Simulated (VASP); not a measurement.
# SiGe (P6_3mc) in VASP: notebook

Runs on SiGe. Level: PBEsol. Tasks: single point.

Everything below comes from runs of VASP 6.6.1. Logs are shortened: lines on timing, memory, paths and dates and some standing lists are left out, and cuts for length are marked.

### Step 1. The cell of the first run

It takes space group P6_3mc (No. 186, hexagonal). Conventional cell: a = 3.862 Å, b = 3.862 Å, c = 6.378 Å, α = 90.00°, β = 90.00°, γ = 120.00°. Si (site symmetry 3m) has 4 Ge at 2.37 to 2.39 Å within 3.1 Å. Ge (site symmetry 3m) has 4 Si at 2.37 to 2.39 Å within 3.1 Å.

### Step 2. Single point, PBEsol (strained cell)

INCAR reads:

```
PREC = Accurate ; ENCUT = 500
EDIFF = 1E-6 ; ISMEAR = 0
SIGMA = 0.02 ; LREAL = F
LASPH = T ; NELM = 120
ALGO = Normal ; ISIF = 2
LWAVE = F ; LCHARG = F
GGA = PS ; NBANDS = 26
GGA_COMPAT = F
```

KPOINTS reads:

```
Automatic mesh
0
Gamma
  9 9 6
```

POSCAR reads:

```
SiGe
1.0
    3.8615908601      0.0000000000      0.0000000000
   -1.9307954301      3.3442357839      0.0000000000
    0.0000000000      0.0000000000      6.3783475668
Si Ge
2 2
Direct
    0.3333333333      0.6666666667      0.0000240115
    0.6666666667      0.3333333333      0.5000240115
    0.3333333333      0.6666666667      0.3739759885
    0.6666666667      0.3333333333      0.8739759885
```

Potentials or basis: VASP PAW PBE potentials, release 64 (Si, Ge_d).

Launch:

```bash
cat potpaw_PBE.64/Si/POTCAR potpaw_PBE.64/Ge_d/POTCAR > POTCAR
mpirun -np 1 vasp_std > vasp.out
```

OUTCAR:

```text
PREC = Accurate
   ENCUT = 500
   EDIFF = 1E-6
   ISMEAR = 0
   LREAL = F
   LASPH = T
   NELM = 120
   ISIF = 2
   GGA = PS

 ion  position               nearest neighbor table
   1  0.333  0.667  0.000-   4 2.37   4 2.37   4 2.37   3 2.39
   2  0.667  0.333  0.500-   3 2.37   3 2.37   3 2.37   4 2.39
   3  0.333  0.667  0.374-   2 2.37   2 2.37   2 2.37   1 2.39
   4  0.667  0.333  0.874-   1 2.37   1 2.37   1 2.37   2 2.39

  LATTYP: Found a hexagonal cell.
 ALAT       =     3.8615908601
 C/A-ratio  =     1.6517409011

  Lattice vectors:

 A1 = (   3.8615908601,   0.0000000000,   0.0000000000)
 A2 = (  -1.9307954301,   3.3442357839,   0.0000000000)
 A3 = (   0.0000000000,   0.0000000000,   6.3783475668)

Analysis of symmetry for initial positions (statically):
=====================================================================
 Subroutine PRICEL returns:
 Original cell was already a primitive cell.

 Routine SETGRP: Setting up the symmetry group for a
 hexagonal supercell.

 Subroutine GETGRP returns: Found 12 space group operations
 (whereof  6 operations were pure point group operations)
 out of a pool of 24 trial point group operations.

The static configuration has the point symmetry C_3v.
 The point group associated with its full space group is C_6v.

Analysis of symmetry for dynamics (positions and initial velocities):
=====================================================================
 Subroutine PRICEL returns:
 Original cell was already a primitive cell.

 Routine SETGRP: Setting up the symmetry group for a
 hexagonal supercell.

 Subroutine GETGRP returns: Found 12 space group operations
 (whereof  6 operations were pure point group operations)
 out of a pool of 24 trial point group operations.

The dynamic configuration has the point symmetry C_3v.
 The point group associated with its full space group is C_6v.

 Subroutine INISYM returns: Found 12 space group operations
 (whereof  6 operations are pure point group operations),
 and found     1 'primitive' translations

----------------------------------------------------------------------------------------

                                     Primitive cell

  volume of cell :      82.3704

  direct lattice vectors                    reciprocal lattice vectors
     3.861590860  0.000000000  0.000000000     0.258960629  0.149510989  0.000000000
    -1.930795430  3.344235784  0.000000000     0.000000000  0.299021978  0.000000000
     0.000000000  0.000000000  6.378347567     0.000000000  0.000000000  0.156780418

  length of vectors
     3.861590860  3.861590860  6.378347567     0.299021978  0.299021978  0.156780418

  position of ions in fractional coordinates (direct lattice)
     0.333333333  0.666666667  0.000024012
     0.666666667  0.333333333  0.500024012
     0.333333333  0.666666667  0.373975988
     0.666666667  0.333333333  0.873975989

  ion indices of the primitive-cell ions
   primitive index   ion index
                 1           1
                 2           2
                 3           3
                 4           4

----------------------------------------------------------------------------------------

 KPOINTS: Automatic mesh

Automatic generation of k-mesh.
 Grid dimensions read from file:
 generate k-points for:    9    9    6

 Generating k-lattice:

  Cartesian coordinates                     Fractional coordinates (reciprocal lattice)
     0.028773403  0.016612332  0.000000000     0.111111111  0.000000000  0.000000000
     0.000000000  0.033224664  0.000000000     0.000000000  0.111111111  0.000000000
     0.000000000  0.000000000  0.026130070     0.000000000  0.000000000  0.166666667

  Length of vectors
     0.033224664  0.033224664  0.026130070

  Shift w.r.t. Gamma in fractional coordinates (k-lattice)
     0.000000000  0.000000000  0.000000000

 Subroutine IBZKPT returns following result:
 ===========================================

 Found     48 irreducible k-points:

 Following reciprocal coordinates:
            Coordinates               Weight
  0.000000  0.000000  0.000000      1.000000
  0.111111 -0.000000  0.000000      6.000000
  0.222222  0.000000  0.000000      6.000000
  0.333333 -0.000000  0.000000      6.000000
  0.444444  0.000000  0.000000      6.000000
  0.111111  0.111111  0.000000      6.000000
[... 16 lines left out ...]
  0.333333  0.222222  0.166667     24.000000
  0.333333  0.333333  0.166667      4.000000
 [... further k-points ...]
   k-points           NKPTS =     48   k-points in BZ     NKDIM =     48   number of bands    NBANDS=     26
   number of dos      NEDOS =    301   number of ions     NIONS =      4
   total plane-waves  NPLWV =  37632
   dimension x,y,z NGX =    28 NGY =   28 NGZ =   48
   dimension x,y,z NGXF=    56 NGYF=   56 NGZF=   96
   ions per type =               2   2
   NGX,Y,Z   is equivalent  to a cutoff of  12.05, 12.05, 12.51 a.u.
   NGXF,Y,Z  is equivalent  to a cutoff of  24.11, 24.11, 25.02 a.u.
 SYSTEM =  unknown system
   PREC   = accura    normal or accurate (medium, high low for compatibility)
   ISTART =      0    job   : 0-new  1-cont  2-samecut
   ICHARG =      2    charge: 1-file 2-atom 10-const
   ISPIN  =      1    spin polarized calculation?
   LNONCOLLINEAR =      F non collinear calculations
   LSORBIT =      F    spin-orbit coupling
   LASPH  =      T    aspherical Exc in radial PAW
   ENCUT  =  500.0 eV  36.75 Ry    6.06 a.u.   7.04  7.04 11.63*2*pi/ulx,y,z
   NELM   =    120;   NELMIN=  2; NELMDL= -5     # of ELM steps
   EDIFF  = 0.1E-05   stopping-criterion for ELM
   LREAL  =      F    real-space projection
   EDIFFG = 0.1E-04   stopping-criterion for IOM
   NSW    =      0    number of steps for IOM
   IBRION =     -1    ionic relax: 0-MD 1-quasi-New 2-CG
   NFREE  =      0    steps in history (QN), initial steepest desc. (CG)
   ISIF   =      2    stress and relaxation
   ISYM   =      2    0-nonsym 1-usesym 2-fastsym
   POTIM  = 0.5000    time-step for ionic-motion
   TEBEG  =    0.0;   TEEND  =   0.0 temperature during run
   PSTRESS=    0.0 pullay stress
   NELECT =      36.0000    total number of electrons
   NUPDOWN=      -1.0000    fix difference up-down
   EMIN   =  10.00;   EMAX   =-10.00  energy-range for DOS
   EFERMI =   0.00;   METHOD = LEGACY
   ISMEAR =     0;   SIGMA  =   0.02  broadening in eV -4-tet -1-fermi 0-gaus
   EFERMI_NEDOS =   21; number of points for ismear=-14 and -15
   IALGO  =     38    algorithm
   IMIX   =      4    mixing-type and parameters
     AMIX     =   0.40;   BMIX     =  1.00
     AMIX_MAG =   1.60;   BMIX_MAG =  1.00
  volume/ion in A,a.u.               =      20.59       138.97
  Fermi-wavevector in a.u.,A,eV,Ry     =   1.242373  2.347744 21.000454  1.543490
  Thomas-Fermi vector in A             =   2.376730
   LORBIT       =      0    0 simple, 1 ext, 2 COOP (PROOUT), +10 PAW based schemes
   GGA     = PS    functional components
   LHFCALC =     F    Hartree Fock is set to
   AEXX    =    0.0000 exact exchange contribution
   IVDW    =     0    specifies the selected vdW correction
   LEPSILON=     F    determine dielectric tensor
   LRPA    =     F    only Hartree local field effects (RPA)
 non-spin polarized calculation
 Gauss-broadening in eV      SIGMA  =   0.02
  energy-cutoff  :      500.00
  volume of cell :       82.37
 maximum number of plane-waves:      2108
   NGX = 15   NGY = 15   NGZ = 23

 number of electron      35.9999996 magnetization

 Free energy of the ion-electron system (eV)
  ---------------------------------------------------
  ext. energy  EPLUGINS =         0.00000000
  ---------------------------------------------------
  free energy    TOTEN  =       -21.23843555 eV

  energy without entropy =      -21.23843555  energy(sigma->0) =      -21.23843555

 E-fermi :   6.0237     XC(G=0): -10.0118

 val. band max:        5.8778208289   @ k =   0.0000   0.0000   0.0000
 cond. band min:       6.2082239135   @ k =   0.4444   0.0000   0.0000
 fundamental gap:      0.3304030846
 Fermi energy:         6.0236815520

 k-point     1 :       0.0000    0.0000    0.0000
  band No.  band energies     occupation
      1     -18.6838      2.00000
      2     -18.6836      2.00000
      3     -18.6799      2.00000
      4     -18.6799      2.00000
      5     -18.6767      2.00000
      6     -18.6767      2.00000
[... 18 lines left out ...]
     25      10.1920      0.00000
     26      12.3788      0.00000

 k-point     2 :       0.1111   -0.0000    0.0000
  band No.  band energies     occupation
      1     -18.6839      2.00000
      2     -18.6830      2.00000
      3     -18.6801      2.00000
      4     -18.6791      2.00000
      5     -18.6763      2.00000
      6     -18.6758      2.00000
[... 18 lines left out ...]
     25      10.7507      0.00000
     26      11.4596      0.00000

 k-point     3 :       0.2222    0.0000    0.0000
  band No.  band energies     occupation
      1     -18.6850      2.00000
      2     -18.6814      2.00000
      3     -18.6804      2.00000
      4     -18.6774      2.00000
      5     -18.6747      2.00000
      6     -18.6735      2.00000
[... 18 lines left out ...]
     25      12.0928      0.00000
     26      12.1726      0.00000

 k-point     4 :       0.3333   -0.0000    0.0000
  band No.  band energies     occupation
      1     -18.6867      2.00000
      2     -18.6819      2.00000
      3     -18.6788      2.00000
      4     -18.6759      2.00000
      5     -18.6724      2.00000
      6     -18.6711      2.00000
[... 18 lines left out ...]
     25      12.5833      0.00000
     26      13.4686      0.00000
[... 496 lines left out ...]
      1     -18.6846      2.00000
      2     -18.6828      2.00000
      3     -18.6767      2.00000
      4     -18.6765      2.00000
      5     -18.6721      2.00000
      6     -18.6714      2.00000
[... 18 lines left out ...]
     25      11.7180      0.00000
     26      12.2265      0.00000

 k-point    23 :       0.3333    0.2222    0.1667
  band No.  band energies     occupation
      1     -18.6846      2.00000
      2     -18.6825      2.00000
      3     -18.6766      2.00000
      4     -18.6746      2.00000
      5     -18.6720      2.00000
      6     -18.6712      2.00000
[... 18 lines left out ...]
     25      12.7267      0.00000
     26      13.2893      0.00000

 k-point    24 :       0.3333    0.3333    0.1667
  band No.  band energies     occupation
      1     -18.6829      2.00000
      2     -18.6829      2.00000
      3     -18.6765      2.00000
      4     -18.6731      2.00000
      5     -18.6731      2.00000
      6     -18.6718      2.00000
[... 18 lines left out ...]
     25      13.3158      0.00000
     26      13.3562      0.00000

 [... further k-points ...]

------------------------ aborting loop because EDIFF is reached ----------------------------------------

  FORCE on cell =-STRESS in cart. coord.  units (eV):
  Direction    XX          YY          ZZ          XY          YZ          ZX
  --------------------------------------------------------------------------------------
  -------------------------------------------------------------------------------------
  Total        1.3046779      1.3046779      1.3518223     -0.0000000      0.0000000      0.0000000
  in kB       25.3771341     25.3771341     26.2941324     -0.0000000      0.0000000      0.0000000
  external PRESSURE =      25.6828002 kB  Pullay stress =       0.0000000 kB

 VOLUME and BASIS-vectors are now :
 -----------------------------------------------------------------------------
  energy-cutoff  :      500.00
  volume of cell :       82.37
      direct lattice vectors                 reciprocal lattice vectors
     3.861590860  0.000000000  0.000000000     0.258960629  0.149510989  0.000000000
    -1.930795430  3.344235784  0.000000000     0.000000000  0.299021978  0.000000000
     0.000000000  0.000000000  6.378347567     0.000000000  0.000000000  0.156780418

 POSITION                                       TOTAL-FORCE (eV/Angst)
 -----------------------------------------------------------------------------------
     -0.00000      2.22949      0.00015         0.000000     -0.000000      0.000083
      1.93080      1.11475      3.18933         0.000000      0.000000      0.000083
     -0.00000      2.22949      2.38535        -0.000000      0.000000     -0.000083
      1.93080      1.11475      5.57452         0.000000     -0.000000     -0.000083
 -----------------------------------------------------------------------------------
    total drift:                               -0.000000     -0.000000     -0.001874

  FREE ENERGIE OF THE ION-ELECTRON SYSTEM (eV)
  ---------------------------------------------------
  free  energy   TOTEN  =       -21.2384355532 eV

  energy  without entropy=      -21.2384355532  energy(sigma->0) =      -21.23843555
```

Run time: 2 min. Hardware: 1 thread of Intel Xeon 8259CL, shared host; peak memory 0.23 GiB.

Results:

```
Free energy            : -21.2384 eV
Pressure               : 2.6 GPa
Band gap on the k mesh : 0.33 eV (least direct gap 0.49 eV)
```

Caveat: the cell differs from its parent crystal (strained cell); semilocal functionals underestimate gaps, and a narrow one can read as zero; the PAW data sets were made with another functional, which shifts forces and pressure a little. A k mesh can miss the band edges.

### Step 3. Single point, PBEsol

INCAR reads:

```
ALGO = Normal
EDIFF = 1E-6
ENCUT = 500
GGA = PS
GGA_COMPAT = F
ISIF = 2
ISMEAR = 0
LASPH = T
LCHARG = F
LREAL = F
LWAVE = F
NBANDS = 26
NELM = 120
PREC = Accurate
SIGMA = 0.01
```

KPOINTS reads:

```
k-points
0
Gamma
  9 9 6
```

POSCAR is that of step 2.

Potentials or basis: VASP PAW PBE potentials, release 64 (Si, Ge_d).

Launch:

```bash
cat potpaw_PBE.64/Si/POTCAR potpaw_PBE.64/Ge_d/POTCAR > POTCAR
mpirun -np 1 vasp_std > vasp.out
```

Wall time 1.8 min (1 thread of Intel Xeon 8259CL, shared host); peak memory 0.23 GiB.

It converged, with:

| Quantity | Value |
| --- | --- |
| Free energy | -21.2384 eV |
| Pressure | 2.6 GPa |
| Band gap on the k mesh | 0.33 eV (least direct gap 0.49 eV) |

Stress tensor (GPa, compression positive):
```
2.54 0.00 0.00
0.00 2.54 0.00
0.00 0.00 2.63
```

Levels at points of the mesh, in eV from the valence-band top:
```
           k point  band 16  band 17  band 18  band 19  band 20  band 21
(0.00, 0.00, 0.00)    -0.34     0.00     0.00     0.49     1.74     2.01
(0.00, 0.00, 0.50)    -1.01    -1.01    -1.01     1.30     1.30     3.08
```

Caveat: semilocal functionals underestimate gaps, and a narrow one can read as zero; the PAW data sets were made with another functional, which shifts forces and pressure a little.
